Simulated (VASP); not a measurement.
Here is a VASP 6.6.1 calculation.

The input INCAR:

```
SYSTEM = AlN
PREC = Accurate
ENCUT = 520
EDIFF = 1E-6
ISMEAR = 0
SIGMA = 0.05
LREAL = .FALSE.
LASPH = .TRUE.
NELM = 100
ALGO = Normal
ISIF = 2
LWAVE = .FALSE.
LCHARG = .FALSE.
GGA = PE
ISYM = 0
NBANDS = 36
```

KPOINTS

```
Automatic mesh
0
G
  8 8 2
  0 0 0
```

File POSCAR:

```
AlN
1.0
    2.2015871003     -2.2015871003      0.0000000000
    2.2015871003      0.0000000000     -2.2015871003
    9.9071419513      7.7055548510      8.8063484012
Al N
6 6
Direct
    0.8021000000      0.0000000000      0.3958000000
    0.2187666667      0.3333333333      0.2291333333
    0.3854333333      0.6666666667      0.5624666667
    0.5521000000      1.0000000000      0.8958000000
   -0.0312333333      0.3333333333      0.7291333333
    0.6354333333      0.6666666667      0.0624666667
    0.4479333333      0.6666666667      0.4374666667
    0.8646000000      0.0000000000      0.2708000000
    0.0312666667      0.3333333333      0.6041333333
    0.1979333333      0.6666666667      0.9374666667
   -0.3854000000      0.0000000000      0.7708000000
    0.2812666667      0.3333333333      0.1041333333
```

Potentials or basis: VASP PAW PBE potentials, release 64 (Al, N).

The run is started by

```bash
$ cat potpaw_PBE.64/Al/POTCAR potpaw_PBE.64/N/POTCAR > POTCAR
$ mpirun -np 1 vasp_std > vasp.out
```

Q: What does it give for the pressure?

A: -1.4 GPa.

Q: What does it give for the largest force?

A: 0.873 eV/Å.

Q: Estimate the band gap on the k mesh.

A: 2.99 eV, indirect (least direct gap 3.31 eV).

Stress tensor (GPa, compression positive):
```
-4.10  2.32  1.67
 2.32 -4.10  1.67
 1.67  1.67  4.02
```

A k mesh can miss the band edges. Expect the measured gap to be larger: semilocal functionals such as PBE lack the derivative discontinuity.
